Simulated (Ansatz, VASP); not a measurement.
## Two plane-wave programs on CdSe

```xyz
2
Lattice="0.0000 3.0415 3.0415 3.0415 0.0000 3.0415 3.0415 3.0415 0.0000" Properties=species:S:1:pos:R:3 pbc="T T T"
Cd    0.0000    0.0000    0.0000
Se    4.5623    4.5623    4.5623
```

Alike in both runs: functional PBEsol; k mesh 6 × 6 × 6; no spin polarisation.

Ansatz relaxed the structure, and its values are those at the end. VASP's run is a single point on that final structure, the one shown.

|  | VASP | Ansatz |
| --- | --- | --- |
| version | VASP 6.6.1 | Ansatz 0.2.0 |
| potentials or method | VASP PAW PBE potentials, release 64 (Cd, Se), cutoff 520 eV | plane waves, PAW |
| occupations | gaussian, width 0.01 eV | fixed |
| valence electrons in the cell | 18 | 36 |

Ansatz gave:

```
pressure (GPa) : 0.0
```

**Question.** Estimate VASP's values.

**Answer.** Pressure (GPa): 0.3.

VASP's potentials were made for PBE, not for PBEsol. VASP's potentials hold 18 valence electrons a cell and Ansatz's 36, so a difference there can come from the potentials and not from the codes. Ansatz's warnings: stress scf threshold loose.
